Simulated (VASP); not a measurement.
# Mg8HO8 (a cell with a defect) in VASP: single point with PBE+D3(BJ)

Aim: the single point of Mg8HO8 (a cell with a defect) with PBE+D3(BJ).

All numbers are computed with VASP 6.6.1; they aren't measurements. Logs are shortened: lines on timing, memory, paths and dates and some standing lists are left out, and cuts for length are marked.

### Step 1. The cell of the first run

The cell holds a defect, 17 atoms: a = 6.034 Å, b = 6.034 Å, c = 6.034 Å, α = 60.00°, β = 60.00°, γ = 60.00°.

### Step 2. Single point, PBE+D3(BJ)

Input file INCAR:

```
SYSTEM = Mg8HO8
PREC = Accurate ; ENCUT = 520
EDIFF = 1E-7 ; ISMEAR = 0
SIGMA = 0.02 ; LREAL = Auto
LASPH = .True. ; NELM = 100
ALGO = Normal ; ISIF = 2
LWAVE = .False. ; LCHARG = .False.
GGA = PE ; IVDW = 12
NBANDS = 46 ; NELECT = 64.0
```

Input file KPOINTS:

```
regular mesh
0
Gamma
  3 3 3
  0 0 0
```

Input file POSCAR:

```
Mg8HO8
1.0
    0.0000000000      4.2665000000      4.2665000000
    4.2665000000      0.0000000000      4.2665000000
    4.2665000000      4.2665000000      0.0000000000
Mg O H
8 8 1
Direct
   -0.0165013477     -0.0012495019      0.0108794094
   -0.0024377124     -0.0089371850      0.5076016641
   -0.0080173444      0.4941183640     -0.0004645494
   -0.0080846127      0.4940836751      0.5182929802
    0.4910975038     -0.0058899566     -0.0273513418
    0.4907768663     -0.0064255244      0.5466179538
    0.4949766788      0.4879857026      0.0105592406
    0.4877431150      0.5012042658      0.5074154459
    0.2811436775      0.2048853861      0.2588296027
    0.2374716981      0.2483525138      0.7590319934
    0.2350553147      0.7393771241      0.2573897809
    0.2351142623      0.7393894293      0.7720794562
    0.7465392008      0.2510000000      0.2605973280
    0.7465881870      0.2510225009      0.7457425290
    0.6975191609      0.7888258526      0.2587365522
    0.7452968475      0.7405594750      0.7590941052
    0.4894483769     -0.0031211766      0.2588202274
```

Potentials or basis: VASP PAW PBE potentials, release 64 (Mg, O, H).

Started as:

```sh
> cat potpaw_PBE.64/Mg/POTCAR potpaw_PBE.64/O/POTCAR potpaw_PBE.64/H/POTCAR > POTCAR
> mpirun -np 1 vasp_std > vasp.out
```

OUTCAR:

```text
SYSTEM = Mg8HO8
   PREC = Accurate
   ENCUT = 520
   EDIFF = 1E-7
   ISMEAR = 0
   LREAL = Auto
   LASPH = .True.
   NELM = 100
   ISIF = 2
   GGA = PE
   IVDW = 12
   NELECT = 64.0
 IVDW          = 12

 ion  position               nearest neighbor table
   1  0.983  0.999  0.011-  11 2.13  12 2.13  15 2.13  13 2.14  14 2.14  10 2.15   6 2.94   5 2.94
                             7 2.95   3 2.98   4 2.98   2 3.02   2 3.02   4 3.05   3 3.05   7 3.08
   2  0.998  0.991  0.508-  13 2.13  14 2.13   9 2.13  11 2.14  12 2.14  16 2.15   5 2.94   6 2.94
                             8 2.96   3 2.98   4 2.98   1 3.02   1 3.02   4 3.05   3 3.05   8 3.08
   3  0.992  0.494  1.000-  10 2.07  16 2.08  12 2.09  13 2.09   9 2.34  15 2.37   4 2.90   8 2.98
                             1 2.98   2 2.98   7 2.98   5 3.02   5 3.02   7 3.05   2 3.05   8 3.05
   4  0.992  0.494  0.518-  10 2.07  16 2.08  14 2.09  11 2.09   9 2.34  15 2.37   3 2.90   8 2.98
                             1 2.98   2 2.98   7 2.98   6 3.02   6 3.02   7 3.05   2 3.05   8 3.05
   5  0.491  0.994  0.973-  17 1.73  16 2.00  10 2.00  15 2.13   9 2.15  11 2.19  14 2.19   6 2.57
                             7 2.93   2 2.94   8 2.94   1 2.94   3 3.02   3 3.02   8 3.11   1 3.11
   6  0.491  0.994  0.547-  17 1.73  16 2.00  10 2.00  15 2.13   9 2.15  12 2.18  13 2.20   5 2.57
                             7 2.93   1 2.94   2 2.94   8 2.94   4 3.02   4 3.02   8 3.11   2 3.11
   7  0.495  0.488  0.011-  11 2.13  12 2.13   9 2.13  13 2.14  14 2.14  16 2.15   6 2.93   5 2.93
                             1 2.95   3 2.98   4 2.98   8 3.02   8 3.02   4 3.05   3 3.05   1 3.08
   8  0.488  0.501  0.507-  13 2.12  14 2.12  15 2.14  11 2.15  10 2.15  12 2.15   5 2.94   6 2.94
                             2 2.96   3 2.98   4 2.98   7 3.02   7 3.02   4 3.05   3 3.05   2 3.08
   9  0.281  0.205  0.259-  17 1.26   7 2.13   2 2.13   5 2.15   6 2.15   3 2.34   4 2.34
  10  0.237  0.248  0.759-   6 2.00   5 2.00   3 2.07   4 2.07   8 2.15   1 2.15
  11  0.235  0.739  0.257-   4 2.09   1 2.13   7 2.13   2 2.14   8 2.15   5 2.19
  12  0.235  0.739  0.772-   3 2.09   1 2.13   7 2.13   2 2.14   8 2.15   6 2.18
  13  0.747  0.251  0.261-   3 2.09   8 2.12   2 2.13   7 2.14   1 2.14   6 2.20
  14  0.747  0.251  0.746-   4 2.09   8 2.12   2 2.13   7 2.14   1 2.14   5 2.19
  15  0.698  0.789  0.259-  17 1.26   1 2.13   5 2.13   6 2.13   8 2.14   3 2.37   4 2.37
  16  0.745  0.741  0.759-   6 2.00   5 2.00   3 2.08   4 2.08   2 2.15   7 2.15
  17  0.489  0.997  0.259-  15 1.26   9 1.26   5 1.73   6 1.73

  LATTYP: Found a face centered cubic cell.
 ALAT       =     8.5330000000

  Lattice vectors:

 A1 = (   0.0000000000,   4.2665000000,   4.2665000000)
 A2 = (   4.2665000000,   0.0000000000,   4.2665000000)
 A3 = (   4.2665000000,   4.2665000000,   0.0000000000)

Analysis of symmetry for initial positions (statically):
=====================================================================
 Subroutine PRICEL returns:
 Original cell was already a primitive cell.

 Routine SETGRP: Setting up the symmetry group for a
 face centered cubic supercell.

 Subroutine GETGRP returns: Found  1 space group operations
 (whereof  1 operations were pure point group operations)
 out of a pool of 48 trial point group operations.

The static configuration has the point symmetry C_1 .

Analysis of symmetry for dynamics (positions and initial velocities):
=====================================================================
 Subroutine PRICEL returns:
 Original cell was already a primitive cell.

 Routine SETGRP: Setting up the symmetry group for a
 face centered cubic supercell.

 Subroutine GETGRP returns: Found  1 space group operations
 (whereof  1 operations were pure point group operations)
 out of a pool of 48 trial point group operations.

The dynamic configuration has the point symmetry C_1 .

 Subroutine INISYM returns: Found  1 space group operations
 (whereof  1 operations are pure point group operations),
 and found     1 'primitive' translations

----------------------------------------------------------------------------------------

                                     Primitive cell

  volume of cell :     155.3264

  direct lattice vectors                    reciprocal lattice vectors
     0.000000000  4.266500000  4.266500000    -0.117192078  0.117192078  0.117192078
     4.266500000  0.000000000  4.266500000     0.117192078 -0.117192078  0.117192078
     4.266500000  4.266500000  0.000000000     0.117192078  0.117192078 -0.117192078

  length of vectors
     6.033742164  6.033742164  6.033742164     0.202982633  0.202982633  0.202982633

  position of ions in fractional coordinates (direct lattice)
     0.983498652  0.998750498  0.010879409
     0.997562288  0.991062815  0.507601664
[... 55 lines left out ...]
     0.000000000  0.000000000  0.000000000

 Subroutine IBZKPT returns following result:
 ===========================================

 Found     14 irreducible k-points:

 Following reciprocal coordinates:
            Coordinates               Weight
  0.000000  0.000000  0.000000      1.000000
  0.333333  0.000000  0.000000      2.000000
  0.000000  0.333333  0.000000      2.000000
  0.000000  0.000000  0.333333      2.000000
  0.333333  0.333333  0.333333      2.000000
  0.333333  0.333333  0.000000      2.000000
  0.000000  0.333333  0.333333      2.000000
  0.333333  0.000000  0.333333      2.000000
 -0.333333  0.333333  0.000000      2.000000
  0.000000 -0.333333  0.333333      2.000000
  0.333333  0.000000 -0.333333      2.000000
  0.333333  0.333333 -0.333333      2.000000
 -0.333333  0.333333 -0.333333      2.000000
  0.333333 -0.333333 -0.333333      2.000000
   k-points           NKPTS =     14   k-points in BZ     NKDIM =     14   number of bands    NBANDS=     46
   number of dos      NEDOS =    301   number of ions     NIONS =     17
   total plane-waves  NPLWV = 110592
   dimension x,y,z NGX =    48 NGY =   48 NGZ =   48
   dimension x,y,z NGXF=    96 NGYF=   96 NGZF=   96
   ions per type =               8   8   1
   NGX,Y,Z   is equivalent  to a cutoff of  13.23, 13.23, 13.23 a.u.
   NGXF,Y,Z  is equivalent  to a cutoff of  26.45, 26.45, 26.45 a.u.
 SYSTEM =  Mg8HO8
   PREC   = accura    normal or accurate (medium, high low for compatibility)
   ISTART =      0    job   : 0-new  1-cont  2-samecut
   ICHARG =      2    charge: 1-file 2-atom 10-const
   ISPIN  =      1    spin polarized calculation?
   LNONCOLLINEAR =      F non collinear calculations
   LSORBIT =      F    spin-orbit coupling
   LASPH  =      T    aspherical Exc in radial PAW
   ENCUT  =  520.0 eV  38.22 Ry    6.18 a.u.  11.22 11.22 11.22*2*pi/ulx,y,z
   NELM   =    100;   NELMIN=  2; NELMDL= -5     # of ELM steps
   EDIFF  = 0.1E-06   stopping-criterion for ELM
   LREAL  =      T    real-space projection
   EDIFFG = 0.1E-05   stopping-criterion for IOM
   NSW    =      0    number of steps for IOM
   IBRION =     -1    ionic relax: 0-MD 1-quasi-New 2-CG
   NFREE  =      0    steps in history (QN), initial steepest desc. (CG)
   ISIF   =      2    stress and relaxation
   ISYM   =      2    0-nonsym 1-usesym 2-fastsym
   POTIM  = 0.5000    time-step for ionic-motion
   TEBEG  =    0.0;   TEEND  =   0.0 temperature during run
   PSTRESS=    0.0 pullay stress
   NELECT =      64.0000    total number of electrons
   NUPDOWN=      -1.0000    fix difference up-down
   EMIN   =  10.00;   EMAX   =-10.00  energy-range for DOS
   EFERMI =   0.00;   METHOD = LEGACY
   ISMEAR =     0;   SIGMA  =   0.02  broadening in eV -4-tet -1-fermi 0-gaus
   EFERMI_NEDOS =   21; number of points for ismear=-14 and -15
   IALGO  =     38    algorithm
   IMIX   =      4    mixing-type and parameters
     AMIX     =   0.40;   BMIX     =  1.00
     AMIX_MAG =   1.60;   BMIX_MAG =  1.00
  volume/ion in A,a.u.               =       9.14        61.66
  Fermi-wavevector in a.u.,A,eV,Ry     =   1.218203  2.302070 20.191305  1.484019
  Thomas-Fermi vector in A             =   2.353498
   LORBIT       =      0    0 simple, 1 ext, 2 COOP (PROOUT), +10 PAW based schemes
   GGA     = PE    functional components
   LHFCALC =     F    Hartree Fock is set to
   AEXX    =    0.0000 exact exchange contribution
   IVDW    =    12    specifies the selected vdW correction
   LEPSILON=     F    determine dielectric tensor
   LRPA    =     F    only Hartree local field effects (RPA)
 non-spin polarized calculation
 Gauss-broadening in eV      SIGMA  =   0.02
  energy-cutoff  :      520.00
  volume of cell :      155.33
 maximum number of plane-waves:      4279
 NGX is ok and might be reduce to    48
   NGX = 23   NGY = 23   NGZ = 23

 number of electron      63.9999998 magnetization

 Free energy of the ion-electron system (eV)
  ---------------------------------------------------
  ext. energy  EPLUGINS =         0.00000000
  ---------------------------------------------------
  free energy    TOTEN  =      -101.79361612 eV

  energy without entropy =     -101.79361612  energy(sigma->0) =     -101.79361612

 E-fermi :   3.1227     XC(G=0): -10.8651

 val. band max:        2.9723415263   @ k =   0.0000   0.0000   0.0000
 cond. band min:       7.0536431518   @ k =   0.0000   0.0000   0.0000
 fundamental gap:      4.0813016254
 Fermi energy:         3.1226512228

 k-point     1 :       0.0000    0.0000    0.0000
  band No.  band energies     occupation
      1     -15.1845      2.00000
      2     -13.6560      2.00000
      3     -13.5769      2.00000
      4     -13.0556      2.00000
      5     -12.6890      2.00000
      6     -12.6074      2.00000
[... 647 lines left out ...]
     43      14.1427      0.00000
     44      14.3156      0.00000
 [bands above 44 left out]

------------------------ aborting loop because EDIFF is reached ----------------------------------------

 Edisp (eV)   -4.67856

 E8    (eV) :    -1.8132

  FORCE on cell =-STRESS in cart. coord.  units (eV):
  Direction    XX          YY          ZZ          XY          YZ          ZX
  --------------------------------------------------------------------------------------
  -------------------------------------------------------------------------------------
  Total      -8.78677    -8.78259   -13.02566     6.67263    -0.00882     0.00171
  in kB     -90.63469   -90.59163  -134.35846    68.82757    -0.09094     0.01768
  external pressure =     -105.19 kB  Pullay stress =        0.00 kB

 VOLUME and BASIS-vectors are now :
 -----------------------------------------------------------------------------
  energy-cutoff  :      520.00
  volume of cell :      155.33
      direct lattice vectors                 reciprocal lattice vectors
     0.000000000  4.266500000  4.266500000    -0.117192078  0.117192078  0.117192078
     4.266500000  0.000000000  4.266500000     0.117192078 -0.117192078  0.117192078
     4.266500000  4.266500000  0.000000000     0.117192078  0.117192078 -0.117192078

 POSITION                                       TOTAL-FORCE (eV/Angst)
 -----------------------------------------------------------------------------------
      4.30759      4.24251      8.45727        -0.007278      0.009359      0.021316
      6.39405      6.42178      8.48447         0.002195     -0.004724     -0.010042
      6.37267      8.49681      6.34045        -0.009105     -0.020857     -0.002608
      4.31930      6.44330      6.34001         0.021912      0.010689      0.002782
      8.39118      6.24507      6.33664        -0.016915     -0.029886      0.005427
      6.57123      4.42604      6.33299         0.026349      0.003991      0.019880
[... 9 lines left out ...]
      6.39827      6.41848      6.33941         0.001791     -0.005624     -0.002880
      5.35744      3.19249      6.34142         0.011414     -0.011647      0.009538
 -----------------------------------------------------------------------------------
    total drift:                               -0.000018      0.003852      0.000324

  FREE ENERGIE OF THE ION-ELECTRON SYSTEM (eV)
  ---------------------------------------------------
  free  energy   TOTEN  =      -106.4721772971 eV

  energy  without entropy=     -106.4721772971  energy(sigma->0) =     -106.47217730
```

Wall time 2.1 min (1 thread of Intel Xeon 6975P-C (Granite Rapids), shared host); peak memory 0.35 GiB.

Results:

| Quantity | Value |
| --- | --- |
| Free energy | -106.4722 eV |
| Largest force | 0.054 eV/Å |
| Dispersion energy per atom | -0.275 eV |

Forces on the atoms (eV/Å):
```
Mg  -0.007  0.009  0.021
Mg   0.002 -0.005 -0.010
Mg  -0.009 -0.021 -0.003
Mg   0.022  0.011  0.003
Mg  -0.017 -0.030  0.005
Mg   0.026  0.004  0.020
Mg   0.009 -0.006  0.007
Mg   0.012 -0.016 -0.006
O   -0.001  0.011 -0.008
O   -0.007  0.007 -0.003
O   -0.002  0.003 -0.004
O   -0.001  0.000 -0.005
O   -0.007  0.005  0.001
O   -0.003  0.006 -0.002
O   -0.030  0.038 -0.023
O    0.002 -0.006 -0.003
H    0.011 -0.012  0.010
```

Levels at points of the mesh, in eV from the Fermi level:
| k point | band 28 | band 29 | band 30 | band 31 | band 32 | band 33 | band 34 | band 35 | band 36 | band 37 |
| --- | --- | --- | --- | --- | --- | --- | --- | --- | --- | --- |
| (0.00, 0.00, 0.00) | -0.44 | -0.44 | -0.22 | -0.19 | -0.15 | 3.93 | 6.51 | 7.57 | 7.58 | 7.77 |

Caveat: the k points lie up to 0.43 Å⁻¹ apart; the cell carries a net charge on a neutralising background, which shifts energy and pressure; the cell is charged against a uniform background, so pressure and absolute levels hang on convention.
